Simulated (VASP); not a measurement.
# HfC in VASP: further runs

Aim: see how the results for HfC move with the level of theory and the settings. Levels: PBEsol+D4+U, PBEsol, PBE, RPBE. Tasks: single point.

Program: VASP 6.6.1. These are calculated values, not measurements. Logs are shortened: lines on timing, memory, paths and dates and some standing lists are left out, and cuts for length are marked.

### Step 1. The cell of the first run

The typed cell holds 2 atoms: a = 3.288 Å, b = 3.288 Å, c = 3.288 Å, α = 60.00°, β = 60.00°, γ = 60.00°.

### Step 2. Single point, PBEsol+D4+U (atoms moved at random)

INCAR reads:

```
SYSTEM = HfC
  PREC = Accurate
  ENCUT = 520
  EDIFF = 1E-7
  ISMEAR = -1
  SIGMA = 0.15
  LREAL = .FALSE.
  LASPH = .TRUE.
  NELM = 150
  ALGO = Normal
  ISIF = 2
  LWAVE = .FALSE.
  LCHARG = .TRUE.
  LMAXMIX = 4
  LDAU = .TRUE.
  LDAUTYPE = 2
  LDAUL = 2 -1
  LDAUU = 1 0
  LDAUJ = 0 0
  LDAUPRINT = 1
  GGA = PS
  IVDW = 13
  LELF = .TRUE.
  LVHAR = .TRUE.
  NBANDS = 14
```

KPOINTS reads:

```
Automatic mesh
0
G
  8 8 8
  0 0 0
```

POSCAR reads:

```
HfC
1.0
    0.0000000000      2.3250000000      2.3250000000
    2.3250000000      0.0000000000      2.3250000000
    2.3250000000      2.3250000000      0.0000000000
Hf C
1 1
Direct
    0.4932222676      0.5231736793      0.4874807721
   -0.0067282676      0.0231433207     -0.0125787721
```

Potentials or basis: VASP PAW PBE potentials, release 64 (Hf_pv, C).

On the command line:

```sh
$ cat potpaw_PBE.64/Hf_pv/POTCAR potpaw_PBE.64/C/POTCAR > POTCAR
$ mpirun -np 1 vasp_std > vasp.out
```

OUTCAR:

```text
SYSTEM = HfC
   PREC = Accurate
   ENCUT = 520
   EDIFF = 1E-7
   ISMEAR = -1
   LREAL = .FALSE.
   LASPH = .TRUE.
   NELM = 150
   ISIF = 2
   GGA = PS
   IVDW = 13

 ion  position               nearest neighbor table
   1  0.493  0.523  0.487-   2 2.32   2 2.32   2 2.32   2 2.33   2 2.33   2 2.33
   2  0.993  0.023  0.987-   1 2.32   1 2.32   1 2.32   1 2.33   1 2.33   1 2.33

  LATTYP: Found a face centered cubic cell.
 ALAT       =     4.6500000000

  Lattice vectors:

 A1 = (   0.0000000000,   2.3250000000,   2.3250000000)
 A2 = (   2.3250000000,   0.0000000000,   2.3250000000)
 A3 = (   2.3250000000,   2.3250000000,   0.0000000000)

Analysis of symmetry for initial positions (statically):
=====================================================================
 Subroutine PRICEL returns:
 Original cell was already a primitive cell.

 Routine SETGRP: Setting up the symmetry group for a
 face centered cubic supercell.

 Subroutine GETGRP returns: Found  2 space group operations
 (whereof  1 operations were pure point group operations)
 out of a pool of 48 trial point group operations.

The static configuration has the point symmetry C_1 .
 The point group associated with its full space group is C_1h.

Analysis of symmetry for dynamics (positions and initial velocities):
=====================================================================
 Subroutine PRICEL returns:
 Original cell was already a primitive cell.

 Routine SETGRP: Setting up the symmetry group for a
 face centered cubic supercell.

 Subroutine GETGRP returns: Found  2 space group operations
 (whereof  1 operations were pure point group operations)
 out of a pool of 48 trial point group operations.

The dynamic configuration has the point symmetry C_1 .
 The point group associated with its full space group is C_1h.

 Subroutine INISYM returns: Found  2 space group operations
 (whereof  1 operations are pure point group operations),
 and found     1 'primitive' translations

----------------------------------------------------------------------------------------

                                     Primitive cell

  volume of cell :      25.1362

  direct lattice vectors                    reciprocal lattice vectors
[... 153 lines left out ...]
  o =  0.1214  v =  0.0000  0.0000  0.0000  0.0000  0.0000  0.7071 -0.0000  0.0000  0.7071  0.0000      0.0000  0.0000  0.0000  0.0000  0.0000  0.0000  0.0000  0.0000  0.0000  0.0000
  o =  0.1214  v =  0.0000  0.0000  0.0000  0.0000  0.0000 -0.6160  0.4910 -0.0000  0.6160  0.0000      0.0000  0.0000  0.0000  0.0000  0.0000  0.0000  0.0000  0.0000  0.0000  0.0000
  o =  0.1214  v = -0.6160  0.4910 -0.0000  0.6160  0.0000  0.0000  0.0000  0.0000  0.0000  0.0000      0.0000  0.0000  0.0000  0.0000  0.0000  0.0000  0.0000  0.0000  0.0000  0.0000
  o =  0.2379  v = -0.0000 -0.0000  0.8660 -0.0000  0.5000  0.0000  0.0000  0.0000  0.0000  0.0000      0.0000  0.0000  0.0000  0.0000  0.0000  0.0000  0.0000  0.0000  0.0000  0.0000
  o =  0.2379  v =  0.0000  0.0000  0.0000  0.0000  0.0000 -0.0000 -0.0000  0.8660 -0.0000  0.5000      0.0000  0.0000  0.0000  0.0000  0.0000  0.0000  0.0000  0.0000  0.0000  0.0000
  o =  0.2379  v =  0.0000  0.0000  0.0000  0.0000  0.0000  0.0000  0.0000 -0.5000 -0.0000  0.8660      0.0000  0.0000  0.0000  0.0000  0.0000  0.0000  0.0000  0.0000  0.0000  0.0000
  o =  0.2379  v =  0.0000  0.0000 -0.5000 -0.0000  0.8660  0.0000  0.0000  0.0000  0.0000  0.0000      0.0000  0.0000  0.0000  0.0000  0.0000  0.0000  0.0000  0.0000  0.0000  0.0000

 number of electron      14.0000000 magnetization

 Free energy of the ion-electron system (eV)
  ---------------------------------------------------
  ext. energy  EPLUGINS =         0.00000000
  ---------------------------------------------------
  free energy    TOTEN  =       -21.49727053 eV

  energy without entropy =      -21.47368071  energy(sigma->0) =      -21.48547562

 E-fermi :   5.8896     XC(G=0): -12.4208

 val. band max:        5.7950948955   @ k =   0.5000   0.5000   0.0000
 cond. band min:       5.9204378023   @ k =   0.1250   0.1250   0.0000
 fundamental gap:      0.1253429068
 Fermi energy:         5.8896347706

 k-point     1 :       0.0000    0.0000    0.0000
  band No.  band energies     occupation
      1     -23.7843      2.00000
      2     -23.7843      2.00000
      3     -23.7843      2.00000
      4      -6.4335      2.00000
      5       6.9173      0.00211
      6       6.9173      0.00211
      7       6.9173      0.00211
      8       7.3943      0.00009
      9       7.3943      0.00009
     10       7.3943      0.00009
     11       9.3512      0.00000
     12       9.3512      0.00000
     13      12.6837      0.00000
     14      16.7473      0.00000
[... 377 lines left out ...]
      1     -24.2877      2.00000
      2     -23.8776      2.00000
      3     -23.8756      2.00000
      4      -4.0061      2.00000
      5       1.4591      2.00000
      6       3.4260      2.00000
      7       3.9501      2.00000
      8       8.2011      0.00000
      9      10.9630      0.00000
     10      11.0658      0.00000
     11      13.8661      0.00000
     12      14.4518      0.00000
     13      16.7442      0.00000
     14      19.3520      0.00000

 [... further k-points ...]

------------------------ aborting loop because EDIFF is reached ----------------------------------------

  DFT-D4 for vdW energy calculation

  Edisp (eV):   -0.28775

  FORCE on cell =-STRESS in cart. coord.  units (eV):
  Direction    XX          YY          ZZ          XY          YZ          ZX
  --------------------------------------------------------------------------------------
  -------------------------------------------------------------------------------------
  Total      -0.84034    -0.84036    -0.84036     0.00002     0.00000    -0.00002
  in kB     -53.56321   -53.56465   -53.56465     0.00146     0.00024    -0.00146
  external pressure =      -53.56 kB  Pullay stress =        0.00 kB

 VOLUME and BASIS-vectors are now :
 -----------------------------------------------------------------------------
  energy-cutoff  :      520.00
  volume of cell :       25.14
      direct lattice vectors                 reciprocal lattice vectors
     0.000000000  2.325000000  2.325000000    -0.215053763  0.215053763  0.215053763
     2.325000000  0.000000000  2.325000000     0.215053763 -0.215053763  0.215053763
     2.325000000  2.325000000  0.000000000     0.215053763  0.215053763 -0.215053763

 POSITION                                       TOTAL-FORCE (eV/Angst)
 -----------------------------------------------------------------------------------
      2.34977      2.28013      2.36312        -0.001590     -0.000304      0.000304
      2.34956      4.60511      2.36316         0.001590      0.000304     -0.000304
 -----------------------------------------------------------------------------------
    total drift:                                0.000065     -0.002789     -0.002719

  FREE ENERGIE OF THE ION-ELECTRON SYSTEM (eV)
  ---------------------------------------------------
  free  energy   TOTEN  =       -21.7850187845 eV

  energy  without entropy=      -21.7614289705  energy(sigma->0) =      -21.77322388
```

stdout:

```text
POSCAR found type information on POSCAR HfC
 POSCAR found :  2 types and       2 ions
 scaLAPACK will be used
 -----------------------------------------------------------------------------
|                                                                             |
|                                                                             |
|     You enforced a specific xc type in the INCAR file but a different       |
|     I HOPE YOU KNOW WHAT YOU ARE DOING!                                     |
|                                                                             |
 -----------------------------------------------------------------------------

 LDA part: xc-table for (Slater+PW92), standard interpolation
 POSCAR, INCAR and KPOINTS ok, starting setup
 FFT: planning ... GRIDC
 FFT: planning ... GRID_SOFT
 FFT: planning ... GRID
 WAVECAR not read
 entering main loop
```

Run time: 41 s. Hardware: 1 thread of AMD EPYC 9R45 (Zen 5), shared host; peak memory 0.15 GiB.

Results:

| Quantity | Value |
| --- | --- |
| Free energy | -21.7850 eV |
| Pressure | -5.4 GPa |
| Band gap on the k mesh | zero (band 7 reaches 6.92 eV, above the bottom of band 8 at 5.50 eV) |
| Dispersion energy per atom | -0.144 eV |

Levels at points of the mesh, in eV from the Fermi level:
| k point | band 5 | band 6 | band 7 | band 8 | band 9 | band 10 |
| --- | --- | --- | --- | --- | --- | --- |
| (0.00, 0.00, 0.00) | 1.03 | 1.03 | 1.03 | 1.50 | 1.50 | 1.50 |
| (0.50, 0.00, 0.00) | -6.17 | -2.92 | -2.92 | 5.48 | 5.48 | 5.89 |
| (0.00, 0.50, 0.00) | -6.17 | -2.92 | -2.92 | 5.48 | 5.48 | 5.89 |
| (0.00, 0.00, 0.50) | -6.17 | -2.92 | -2.92 | 5.48 | 5.48 | 5.89 |
| (0.50, 0.50, 0.00) | -2.63 | -1.71 | -0.09 | -0.09 | 5.40 | 6.93 |
| (0.00, 0.50, 0.50) | -2.63 | -1.71 | -0.09 | -0.09 | 5.40 | 6.93 |

Eigenvalues of the final occupation matrices:
| site | spin | trace | eigenvalues |
| --- | --- | --- | --- |
| site 1 d | 1 | 0.84 | 0.12 0.12 0.12 0.24 0.24 |
| site 1 d | 2 | 0.84 | 0.12 0.12 0.12 0.24 0.24 |

Caveat: the cell differs from its parent crystal (atoms moved at random); the PAW data sets were made with another functional, which shifts forces and pressure a little; spin-orbit coupling is left out, which moves the levels of the heavy elements; U without spin polarisation on a metal has little footing; pairwise dispersion overbinds metals, which lowers pressure and volume; the U is typed as a test and isn't derived for this compound.

### Step 3. Single point, PBEsol

INCAR reads:

```
PREC = Accurate
ENCUT = 520
EDIFF = 1E-6
ISMEAR = -1
SIGMA = 0.05
LREAL = F
LASPH = T
NELM = 60
ALGO = Normal
ISIF = 2
LWAVE = F
LCHARG = F
GGA = PS
NBANDS = 14
```

KPOINTS reads:

```
Automatic mesh
0
Gamma
  8 8 8
```

POSCAR reads:

```
HfC
1.0
    0.0000000000      2.3250000000      2.3250000000
    2.3250000000      0.0000000000      2.3250000000
    2.3250000000      2.3250000000      0.0000000000
Hf C
1 1
Direct
    0.5000000000      0.5000000000      0.5000000000
    0.0000000000      0.0000000000      0.0000000000
```

Potentials or basis: VASP PAW PBE potentials, release 64 (Hf_pv, C).

On the command line:

```sh
$ cat potpaw_PBE.64/Hf_pv/POTCAR potpaw_PBE.64/C/POTCAR > POTCAR
$ mpirun -np 1 vasp_std > vasp.out
```

It took 6 s on 1 thread of AMD EPYC 9R45 (Zen 5), shared host; peak memory 0.11 GiB.

Results (log left out):

```
Free energy            : -22.1767 eV
Pressure               : -7.0 GPa
Band gap on the k mesh : zero (band 7 reaches 6.84 eV, above the bottom of band 8 at 5.39 eV)
```

Levels at points of the mesh, in eV from the Fermi level:
```csv
k point,band 3,band 4,band 5,band 6,band 7,band 8,band 9,band 10,band 11,band 12
"(0.00, 0.00, 0.00)",-29.43,-12.22,1.10,1.10,1.10,1.41,1.41,1.41,3.43,3.43
"(0.50, 0.00, 0.00)",-29.50,-8.42,-6.10,-2.92,-2.92,5.36,5.36,5.83,6.58,11.49
"(0.50, 0.50, 0.00)",-29.67,-10.29,-2.52,-1.76,-0.01,-0.01,5.37,6.79,6.79,8.41
```

Caveat: the PAW data sets were made with another functional, which shifts forces and pressure a little; spin-orbit coupling is left out, which moves the levels of the heavy elements.

(Continued in part 2 of 2.)
